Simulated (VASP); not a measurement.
# CsSnI3 (R3m) in VASP: single point with PBE

Aim: the single point of CsSnI3 with PBE.

All numbers are computed with VASP 6.6.1; they aren't measurements. Logs are shortened: lines on timing, memory, paths and dates and some standing lists are left out, and cuts for length are marked.

**1. The cell of the first run**

The structure is trigonal, space group R3m (No. 160). Conventional cell: a = 8.504 Å, b = 8.504 Å, c = 10.795 Å, α = 90.00°, β = 90.00°, γ = 120.00°. Within 4.0 Å of I (site symmetry m) lie 2 Sn at 3.01 to 3.08 Å. Within 5.6 Å of Cs (site symmetry 3m) lie 12 I at 4.25 to 4.44 Å and 8 Sn at 5.21 to 5.47 Å. Within 4.0 Å of Sn (site symmetry 3m) lie 6 I at 3.01 to 3.08 Å.

**2. Single point, PBE**

Contents of INCAR:

```
SYSTEM = CsSnI3
PREC = Accurate
ENCUT = 520
EDIFF = 1E-6
ISMEAR = -1
SIGMA = 0.0131
LREAL = .FALSE.
LASPH = .TRUE.
NELM = 100
ALGO = Normal
ISIF = 2
LWAVE = .FALSE.
LCHARG = .FALSE.
GGA = PE
NBANDS = 30
```

Contents of KPOINTS:

```
regular mesh
0
G
  4 4 4
  0 0 0
```

Contents of POSCAR:

```
CsSnI3
1.0
    4.2521912530      2.4550020979      3.5984561371
   -4.2521912530      2.4550020979      3.5984561371
    0.0000000000     -4.9100091958      3.5984527259
I Cs Sn
3 1 1
Direct
    0.5052941768      1.0160273591      0.5052941768
    0.5052941768      0.5052941768      1.0160273591
    1.0160273591      0.5052941768      0.5052941768
    0.0144543669      0.0144543669      0.0144543669
    0.5209599205      0.5209599205      0.5209599205
```

Potentials or basis: VASP PAW PBE potentials, release 64 (I, Cs_sv, Sn_d).

Run with:

```sh
$ cat potpaw_PBE.64/I/POTCAR potpaw_PBE.64/Cs_sv/POTCAR potpaw_PBE.64/Sn_d/POTCAR > POTCAR
$ mpirun -np 1 vasp_std > vasp.out
```

OUTCAR:

```text
SYSTEM = CsSnI3
   PREC = Accurate
   ENCUT = 520
   EDIFF = 1E-6
   ISMEAR = -1
   LREAL = .FALSE.
   LASPH = .TRUE.
   NELM = 100
   ISIF = 2
   GGA = PE

 ion  position               nearest neighbor table
   1  0.505  0.016  0.505-   5 3.01   5 3.08
   2  0.505  0.505  0.016-   5 3.01   5 3.08
   3  0.016  0.505  0.505-   5 3.01   5 3.08
   4  0.014  0.014  0.014-
   5  0.521  0.521  0.521-   2 3.01   1 3.01   3 3.01   2 3.08   1 3.08   3 3.08

  LATTYP: Found a trigonal (rhomboedric) cell.
 ALAT       =     6.0874503960
 COS(alpha) =     0.0241463193

  Lattice vectors:

 A1 = (   4.2521912530,   2.4550020979,   3.5984561371)
 A2 = (  -4.2521912530,   2.4550020979,   3.5984561371)
 A3 = (   0.0000000000,  -4.9100091958,   3.5984527259)

Analysis of symmetry for initial positions (statically):
=====================================================================
 Subroutine PRICEL returns:
 Original cell was already a primitive cell.

 Routine SETGRP: Setting up the symmetry group for a
 trigonal (rhombohedral) supercell.

 Subroutine GETGRP returns: Found  6 space group operations
 (whereof  6 operations were pure point group operations)
 out of a pool of 12 trial point group operations.

The static configuration has the point symmetry C_3v.

Analysis of symmetry for dynamics (positions and initial velocities):
=====================================================================
 Subroutine PRICEL returns:
 Original cell was already a primitive cell.

 Routine SETGRP: Setting up the symmetry group for a
 trigonal (rhombohedral) supercell.

 Subroutine GETGRP returns: Found  6 space group operations
 (whereof  6 operations were pure point group operations)
 out of a pool of 12 trial point group operations.

The dynamic configuration has the point symmetry C_3v.

 Subroutine INISYM returns: Found  6 space group operations
 (whereof  6 operations are pure point group operations),
 and found     1 'primitive' translations

----------------------------------------------------------------------------------------

                                     Primitive cell

  volume of cell :     225.3888

  direct lattice vectors                    reciprocal lattice vectors
[... 79 lines left out ...]
   ENCUT  =  520.0 eV  38.22 Ry    6.18 a.u.  11.32 11.32 11.32*2*pi/ulx,y,z
   NELM   =    100;   NELMIN=  2; NELMDL= -5     # of ELM steps
   EDIFF  = 0.1E-05   stopping-criterion for ELM
   LREAL  =      F    real-space projection
   EDIFFG = 0.1E-04   stopping-criterion for IOM
   NSW    =      0    number of steps for IOM
   IBRION =     -1    ionic relax: 0-MD 1-quasi-New 2-CG
   NFREE  =      0    steps in history (QN), initial steepest desc. (CG)
   ISIF   =      2    stress and relaxation
   ISYM   =      2    0-nonsym 1-usesym 2-fastsym
   POTIM  = 0.5000    time-step for ionic-motion
   TEBEG  =    0.0;   TEEND  =   0.0 temperature during run
   PSTRESS=    0.0 pullay stress
   NELECT =      44.0000    total number of electrons
   NUPDOWN=      -1.0000    fix difference up-down
   EMIN   =  10.00;   EMAX   =-10.00  energy-range for DOS
   EFERMI =   0.00;   METHOD = LEGACY
   ISMEAR =    -1;   SIGMA  =   0.01  broadening in eV -4-tet -1-fermi 0-gaus
   EFERMI_NEDOS =   21; number of points for ismear=-14 and -15
   IALGO  =     38    algorithm
   IMIX   =      4    mixing-type and parameters
     AMIX     =   0.40;   BMIX     =  1.00
     AMIX_MAG =   1.60;   BMIX_MAG =  1.00
  volume/ion in A,a.u.               =      45.08       304.20
  Fermi-wavevector in a.u.,A,eV,Ry     =   0.949689  1.794653 12.271232  0.901910
  Thomas-Fermi vector in A             =   2.077996
   LORBIT       =      0    0 simple, 1 ext, 2 COOP (PROOUT), +10 PAW based schemes
   GGA     = PE    functional components
   LHFCALC =     F    Hartree Fock is set to
   AEXX    =    0.0000 exact exchange contribution
   IVDW    =     0    specifies the selected vdW correction
   LEPSILON=     F    determine dielectric tensor
   LRPA    =     F    only Hartree local field effects (RPA)
 non-spin polarized calculation
  energy-cutoff  :      520.00
  volume of cell :      225.39
 maximum number of plane-waves:      6091
 NGX is ok and might be reduce to    48
   NGX = 23   NGY = 23   NGZ = 23

 number of electron      44.0000004 magnetization

 Free energy of the ion-electron system (eV)
  ---------------------------------------------------
  ext. energy  EPLUGINS =         0.00000000
  ---------------------------------------------------
  free energy    TOTEN  =       -13.82223545 eV

  energy without entropy =      -13.82223193  energy(sigma->0) =      -13.82223369

 E-fermi :   3.6070     XC(G=0):  -7.7664

 val. band max:        3.5068652669   @ k =   0.5000   0.5000   0.5000
 cond. band min:       3.7162515600   @ k =   0.5000   0.5000   0.5000
 fundamental gap:      0.2093862931
 Fermi energy:         3.6070167111

 k-point     1 :       0.0000    0.0000    0.0000
  band No.  band energies     occupation
      1     -18.9340      2.00000
      2     -18.6987      2.00000
      3     -18.6987      2.00000
      4     -18.6722      2.00000
      5     -18.6722      2.00000
      6     -18.6672      2.00000
[... 418 lines left out ...]
     29       7.3479      0.00000
     30       8.5374      0.00000

------------------------ aborting loop because EDIFF is reached ----------------------------------------

  FORCE on cell =-STRESS in cart. coord.  units (eV):
  Direction    XX          YY          ZZ          XY          YZ          ZX
  --------------------------------------------------------------------------------------
  -------------------------------------------------------------------------------------
  Total        3.0316791      3.0316791      2.5416553      0.0000000      0.0000002      0.0000000
  in kB       21.5507078     21.5507078     18.0673703      0.0000000      0.0000016      0.0000000
  external PRESSURE =      20.3895953 kB  Pullay stress =       0.0000000 kB

 VOLUME and BASIS-vectors are now :
 -----------------------------------------------------------------------------
  energy-cutoff  :      520.00
  volume of cell :      225.39
      direct lattice vectors                 reciprocal lattice vectors
     4.252191253  2.455002098  3.598456137     0.117586433  0.067888516  0.092632379
    -4.252191253  2.455002098  3.598456137    -0.117586433  0.067888516  0.092632379
     0.000000000 -4.910009196  3.598452726     0.000000000 -0.135777160  0.092632284

 POSITION                                       TOTAL-FORCE (eV/Angst)
 -----------------------------------------------------------------------------------
      2.08046     -1.20115      3.69423         0.000346     -0.000200      0.000553
      0.00000      2.40230      3.69423         0.000000      0.000400      0.000553
     -2.08046     -1.20115      3.69423        -0.000346     -0.000200      0.000553
      0.00000     -0.00000      0.15604         0.000000      0.000000     -0.000987
      0.00000     -0.00000      5.62395         0.000000      0.000000     -0.000671
 -----------------------------------------------------------------------------------
    total drift:                                0.000000     -0.000001     -0.000210

  FREE ENERGIE OF THE ION-ELECTRON SYSTEM (eV)
  ---------------------------------------------------
  free  energy   TOTEN  =       -13.8222354494 eV

  energy  without entropy=      -13.8222319293  energy(sigma->0) =      -13.82223369
```

Wall time 2.2 min (1 thread of AMD EPYC 7R43 (Zen 3), shared host); peak memory 0.33 GiB.

Results:

```yaml
Free_energy: -13.8222 eV
Pressure: 2.0 GPa
Band_gap_on_the_k_mesh: 0.21 eV
```

Caveat: spin-orbit coupling is left out, which moves the levels of the heavy elements. A k mesh can miss the band edges.
